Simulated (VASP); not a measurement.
# MgSiC2 (R-3m) in VASP: single point with PBE

Aim: the single point of MgSiC2 with PBE.

All numbers are computed with VASP 6.6.1; they aren't measurements. Logs are shortened: lines on timing, memory, paths and dates and some standing lists are left out, and cuts for length are marked.

### Step 1. The cell of the first run

It takes space group R-3m (No. 166, trigonal). Conventional cell: a = 2.986 Å, b = 2.986 Å, c = 15.587 Å, α = 90.00°, β = 90.00°, γ = 120.00°. Mg (site symmetry -3m) has 6 C at 2.30 Å and 6 Mg at 2.99 Å and 6 Si at 3.12 Å within 3.2 Å. Within 2.7 Å of Si (site symmetry -3m) lie 6 C at 2.03 Å. C (site symmetry 3m) has 3 Si at 2.03 Å and 3 Mg at 2.30 Å and 3 C at 2.75 Å within 2.8 Å.

The cell was built from a structure type or drawn by symmetry, and may not be a known phase.

### Step 2. Single point, PBE

File INCAR:

```
SYSTEM = MgSiC2
PREC     = Accurate       ! precision mode
ENCUT    = 520            ! plane-wave cutoff, eV
EDIFF    = 1E-6           ! SCF threshold, eV
ISMEAR   = 0              ! smearing method
SIGMA    = 0.1            ! smearing width, eV
LREAL    = .False.        ! projectors in reciprocal space
LASPH    = .True.         ! aspherical terms in the spheres
NELM     = 100            ! most SCF steps
ALGO     = Fast           ! electronic algorithm
ISIF     = 2              ! what is computed and relaxed
LWAVE    = .False.        ! write WAVECAR
LCHARG   = .False.        ! write CHGCAR
GGA      = PE             ! functional
NBANDS   = 15             ! bands
```

File KPOINTS:

```
regular mesh
0
Gamma
  18 18 18
  0 0 0
```

File POSCAR:

```
MgSiC2
1.0
    1.4931778563      0.8620866373      5.1955065310
   -1.4931778563      0.8620866373      5.1955065310
    0.0000000000     -1.7241732746      5.1955065310
Mg Si C
1 1 2
Direct
    0.5000000000      0.5000000000      0.5000000000
    0.0000000000      0.0000000000      0.0000000000
    0.2647642845      0.2647642845      0.2647642845
    0.7352357155      0.7352357155      0.7352357155
```

Potentials or basis: VASP PAW PBE potentials, release 64 (Mg, Si, C).

Command:

```console
cat potpaw_PBE.64/Mg/POTCAR potpaw_PBE.64/Si/POTCAR potpaw_PBE.64/C/POTCAR > POTCAR
mpirun -np 1 vasp_std > vasp.out
```

OUTCAR:

```text
SYSTEM = MgSiC2
   PREC = Accurate
   ENCUT = 520
   EDIFF = 1E-6
   ISMEAR = 0
   LREAL = .False.
   LASPH = .True.
   NELM = 100
   ISIF = 2
   GGA = PE

 ion  position               nearest neighbor table
   1  0.500  0.500  0.500-   3 2.30   3 2.30   4 2.30   4 2.30   3 2.30   4 2.30   2 3.12   2 3.12
                             2 3.12   2 3.12   2 3.12   2 3.12
   2  0.000  0.000  0.000-   4 2.03   4 2.03   3 2.03   3 2.03   4 2.03   3 2.03   1 3.12   1 3.12
                             1 3.12   1 3.12   1 3.12   1 3.12
   3  0.265  0.265  0.265-   2 2.03   2 2.03   2 2.03   1 2.30   1 2.30   1 2.30
   4  0.735  0.735  0.735-   2 2.03   2 2.03   2 2.03   1 2.30   1 2.30   1 2.30

  LATTYP: Found a trigonal (rhomboedric) cell.
 ALAT       =     5.4741265600
 COS(alpha) =     0.8511929835

  Lattice vectors:

 A1 = (   1.4931778563,   0.8620866373,   5.1955065310)
 A2 = (  -1.4931778563,   0.8620866373,   5.1955065310)
 A3 = (   0.0000000000,  -1.7241732746,   5.1955065310)

Analysis of symmetry for initial positions (statically):
=====================================================================
 Subroutine PRICEL returns:
 Original cell was already a primitive cell.

 Routine SETGRP: Setting up the symmetry group for a
 trigonal (rhombohedral) supercell.

 Subroutine GETGRP returns: Found 12 space group operations
 (whereof 12 operations were pure point group operations)
 out of a pool of 12 trial point group operations.

The static configuration has the point symmetry D_3d.

Analysis of symmetry for dynamics (positions and initial velocities):
=====================================================================
 Subroutine PRICEL returns:
 Original cell was already a primitive cell.

 Routine SETGRP: Setting up the symmetry group for a
 trigonal (rhombohedral) supercell.

 Subroutine GETGRP returns: Found 12 space group operations
 (whereof 12 operations were pure point group operations)
 out of a pool of 12 trial point group operations.

The dynamic configuration has the point symmetry D_3d.

 Subroutine INISYM returns: Found 12 space group operations
 (whereof 12 operations are pure point group operations),
 and found     1 'primitive' translations

----------------------------------------------------------------------------------------

                                     Primitive cell

  volume of cell :      40.1275

  direct lattice vectors                    reciprocal lattice vectors
     1.493177856  0.862086637  5.195506531     0.334856292  0.193329370  0.064158005
    -1.493177856  0.862086637  5.195506531    -0.334856292  0.193329370  0.064158005
     0.000000000 -1.724173275  5.195506531     0.000000000 -0.386658740  0.064158005

  length of vectors
     5.474126560  5.474126560  5.474126560     0.391945444  0.391945444  0.391945444

  position of ions in fractional coordinates (direct lattice)
     0.500000000  0.500000000  0.500000000
     0.000000000  0.000000000  0.000000000
     0.264764285  0.264764285  0.264764285
     0.735235715  0.735235715  0.735235715

  ion indices of the primitive-cell ions
   primitive index   ion index
                 1           1
                 2           2
                 3           3
                 4           4

----------------------------------------------------------------------------------------

 KPOINTS: regular mesh

Automatic generation of k-mesh.
 Grid dimensions read from file:
 generate k-points for:   18   18   18

 Generating k-lattice:

  Cartesian coordinates                     Fractional coordinates (reciprocal lattice)
     0.018603127  0.010740521  0.003564334     0.055555556  0.000000000  0.000000000
    -0.018603127  0.010740521  0.003564334     0.000000000  0.055555556  0.000000000
     0.000000000 -0.021481041  0.003564334     0.000000000  0.000000000  0.055555556

  Length of vectors
     0.021774747  0.021774747  0.021774747

  Shift w.r.t. Gamma in fractional coordinates (k-lattice)
     0.000000000  0.000000000  0.000000000

 Subroutine IBZKPT returns following result:
 ===========================================

 Found    580 irreducible k-points:

 Following reciprocal coordinates:
            Coordinates               Weight
  0.000000  0.000000  0.000000      1.000000
  0.055556 -0.000000  0.000000      6.000000
  0.111111 -0.000000  0.000000      6.000000
  0.166667  0.000000  0.000000      6.000000
  0.222222 -0.000000  0.000000      6.000000
  0.277778  0.000000 -0.000000      6.000000
[... 16 lines left out ...]
 -0.277778  0.055556 -0.000000     12.000000
 -0.222222  0.055556  0.000000     12.000000
 [... further k-points ...]
   k-points           NKPTS =    580   k-points in BZ     NKDIM =    580   number of bands    NBANDS=     15
   number of dos      NEDOS =    301   number of ions     NIONS =      4
   total plane-waves  NPLWV =  74088
   dimension x,y,z NGX =    42 NGY =   42 NGZ =   42
   dimension x,y,z NGXF=    84 NGYF=   84 NGZF=   84
   ions per type =               1   1   2
   NGX,Y,Z   is equivalent  to a cutoff of  12.76, 12.76, 12.76 a.u.
   NGXF,Y,Z  is equivalent  to a cutoff of  25.51, 25.51, 25.51 a.u.
 SYSTEM =  MgSiC2
   PREC   = accura    normal or accurate (medium, high low for compatibility)
   ISTART =      0    job   : 0-new  1-cont  2-samecut
   ICHARG =      2    charge: 1-file 2-atom 10-const
   ISPIN  =      1    spin polarized calculation?
   LNONCOLLINEAR =      F non collinear calculations
   LSORBIT =      F    spin-orbit coupling
   LASPH  =      T    aspherical Exc in radial PAW
   ENCUT  =  520.0 eV  38.22 Ry    6.18 a.u.  10.18 10.18 10.18*2*pi/ulx,y,z
   NELM   =    100;   NELMIN=  2; NELMDL= -5     # of ELM steps
   EDIFF  = 0.1E-05   stopping-criterion for ELM
   LREAL  =      F    real-space projection
[... 7 lines left out ...]
   TEBEG  =    0.0;   TEEND  =   0.0 temperature during run
   PSTRESS=    0.0 pullay stress
   NELECT =      14.0000    total number of electrons
   NUPDOWN=      -1.0000    fix difference up-down
   EMIN   =  10.00;   EMAX   =-10.00  energy-range for DOS
   EFERMI =   0.00;   METHOD = LEGACY
   ISMEAR =     0;   SIGMA  =   0.10  broadening in eV -4-tet -1-fermi 0-gaus
   EFERMI_NEDOS =   21; number of points for ismear=-14 and -15
   IALGO  =     68    algorithm
   IMIX   =      4    mixing-type and parameters
     AMIX     =   0.40;   BMIX     =  1.00
     AMIX_MAG =   1.60;   BMIX_MAG =  1.00
  volume/ion in A,a.u.               =      10.03        67.70
  Fermi-wavevector in a.u.,A,eV,Ry     =   1.152489  2.177889 18.071694  1.328232
  Thomas-Fermi vector in A             =   2.289140
   LORBIT       =      0    0 simple, 1 ext, 2 COOP (PROOUT), +10 PAW based schemes
   GGA     = PE    functional components
   LHFCALC =     F    Hartree Fock is set to
   AEXX    =    0.0000 exact exchange contribution
   IVDW    =     0    specifies the selected vdW correction
   LEPSILON=     F    determine dielectric tensor
   LRPA    =     F    only Hartree local field effects (RPA)
 non-spin polarized calculation
 RMM-DIIS sequential band-by-band and
 Gauss-broadening in eV      SIGMA  =   0.10
  energy-cutoff  :      520.00
  volume of cell :       40.13
 maximum number of plane-waves:      1115
 NGX is ok and might be reduce to    42
   NGX = 21   NGY = 21   NGZ = 21

 number of electron      14.0000000 magnetization

 Free energy of the ion-electron system (eV)
  ---------------------------------------------------
  ext. energy  EPLUGINS =         0.00000000
  ---------------------------------------------------
  free energy    TOTEN  =       -22.52530854 eV

  energy without entropy =      -22.51422415  energy(sigma->0) =      -22.51976634

 E-fermi :   7.0660     XC(G=0): -11.3950

 val. band max:        7.0658112943   @ k =   0.3333   0.3333   0.2778
 cond. band min:       7.0660875639   @ k =  -0.0556   0.3889   0.0556
 fundamental gap:      0.0002762696
 Fermi energy:         7.0659741465

 k-point     1 :       0.0000    0.0000    0.0000
  band No.  band energies     occupation
      1      -8.3714      2.00000
      2      -3.7985      2.00000
      3       0.2775      2.00000
      4       7.2609      0.00584
      5       7.2609      0.00584
      6       7.9690      0.00000
      7       7.9690      0.00000
      8       8.1396      0.00000
      9      13.7274      0.00000
     10      13.9976      0.00000
     11      15.3284      0.00000
     12      15.4573      0.00000
     13      15.4573      0.00000
     14      18.3643      0.00000
     15      18.3643      0.00000

 k-point     2 :       0.0556   -0.0000    0.0000
  band No.  band energies     occupation
      1      -8.3112      2.00000
      2      -3.7570      2.00000
      3       0.3435      2.00000
      4       6.8134      1.99965
      5       7.0795      0.84853
      6       7.8136      0.00000
      7       8.0278      0.00000
      8       8.1555      0.00000
      9      13.8348      0.00000
     10      14.2123      0.00000
     11      14.8542      0.00000
     12      15.5752      0.00000
     13      15.9716      0.00000
     14      18.0562      0.00000
     15      18.5115      0.00000

 k-point     3 :       0.1111   -0.0000    0.0000
  band No.  band energies     occupation
      1      -8.1309      2.00000
      2      -3.6341      2.00000
      3       0.5394      2.00000
      4       5.8205      2.00000
      5       6.6944      2.00000
      6       7.3094      0.00058
      7       8.0680      0.00000
      8       8.1054      0.00000
      9      14.0253      0.00000
     10      14.1386      0.00000
     11      14.9117      0.00000
     12      15.9233      0.00000
     13      16.6428      0.00000
     14      17.5692      0.00000
     15      18.9023      0.00000

 k-point     4 :       0.1667    0.0000    0.0000
  band No.  band energies     occupation
      1      -7.8320      2.00000
      2      -3.4343      2.00000
      3       0.8584      2.00000
      4       4.6069      2.00000
      5       6.2560      2.00000
      6       6.5502      2.00000
      7       7.9550      0.00000
      8       8.0031      0.00000
      9      13.3604      0.00000
     10      14.4297      0.00000
     11      15.3977      0.00000
     12      16.4636      0.00000
     13      16.8318      0.00000
     14      17.9943      0.00000
     15      18.8249      0.00000
[... 307 lines left out ...]
 k-point    22 :      -0.3333    0.0556    0.0000
  band No.  band energies     occupation
      1      -5.8762      2.00000
      2      -2.5066      2.00000
      3       0.6945      2.00000
      4       2.4866      2.00000
      5       3.4176      2.00000
      6       4.8292      2.00000
      7       6.6652      2.00000
      8       7.3319      0.00017
      9      11.5953      0.00000
     10      14.9113      0.00000
     11      15.3676      0.00000
     12      15.5397      0.00000
     13      17.8112      0.00000
     14      18.2113      0.00000
     15      20.1343      0.00000

 k-point    23 :      -0.2778    0.0556   -0.0000
  band No.  band energies     occupation
      1      -6.5531      2.00000
      2      -2.6639      2.00000
      3       1.5635      2.00000
      4       2.0771      2.00000
      5       4.0188      2.00000
      6       5.2290      2.00000
      7       7.0610      1.05638
      8       7.6012      0.00000
      9      12.0255      0.00000
     10      15.0222      0.00000
     11      15.4342      0.00000
     12      15.9672      0.00000
     13      17.4793      0.00000
     14      18.3961      0.00000
     15      20.0650      0.00000

 k-point    24 :      -0.2222    0.0556    0.0000
  band No.  band energies     occupation
      1      -7.1310      2.00000
      2      -2.9548      2.00000
      3       1.5017      2.00000
      4       2.7535      2.00000
      5       4.7272      2.00000
      6       5.8152      2.00000
      7       7.3773      0.00001
      8       7.8587      0.00000
      9      12.5601      0.00000
     10      14.8475      0.00000
     11      15.5331      0.00000
     12      16.7446      0.00000
     13      16.9386      0.00000
     14      18.3228      0.00000
     15      19.3279      0.00000

 [... further k-points ...]

------------------------ aborting loop because EDIFF is reached ----------------------------------------

  FORCE on cell =-STRESS in cart. coord.  units (eV):
  Direction    XX          YY          ZZ          XY          YZ          ZX
  --------------------------------------------------------------------------------------
  -------------------------------------------------------------------------------------
  Total       -0.0271534     -0.0271534     -0.0330254      0.0000000      0.0000000      0.0000000
  in kB       -1.0841593     -1.0841593     -1.3186124      0.0000000      0.0000000      0.0000000
  external PRESSURE =      -1.1623103 kB  Pullay stress =       0.0000000 kB

 VOLUME and BASIS-vectors are now :
 -----------------------------------------------------------------------------
  energy-cutoff  :      520.00
  volume of cell :       40.13
      direct lattice vectors                 reciprocal lattice vectors
     1.493177856  0.862086637  5.195506531     0.334856292  0.193329370  0.064158005
    -1.493177856  0.862086637  5.195506531    -0.334856292  0.193329370  0.064158005
     0.000000000 -1.724173275  5.195506531     0.000000000 -0.386658740  0.064158005

 POSITION                                       TOTAL-FORCE (eV/Angst)
 -----------------------------------------------------------------------------------
      0.00000      0.00000      7.79326         0.000000     -0.000000      0.000000
      0.00000      0.00000      0.00000        -0.000000      0.000000      0.000000
      0.00000      0.00000      4.12675        -0.000000      0.000000     -0.016003
      0.00000      0.00000     11.45977        -0.000000      0.000000      0.016003
 -----------------------------------------------------------------------------------
    total drift:                                0.000000      0.000000     -0.000000

  FREE ENERGIE OF THE ION-ELECTRON SYSTEM (eV)
  ---------------------------------------------------
  free  energy   TOTEN  =       -22.5253085351 eV

  energy  without entropy=      -22.5142241536  energy(sigma->0) =      -22.51976634
```

Run time: 18 min. Hardware: 1 thread of Intel Xeon Platinum 8488C (Sapphire Rapids), shared host; peak memory 0.56 GiB.

What came out:

- Free energy: -22.5253 eV
- Pressure: -0.1 GPa
- Largest force: 0.016 eV/Å
- Band gap on the k mesh: zero (bands 7 and 8 overlap by 2.02 eV)

Forces in eV/Å, atoms in the order of the input:
```
Mg   0.000  0.000  0.000
Si   0.000  0.000  0.000
C    0.000  0.000 -0.016
C    0.000  0.000  0.016
```
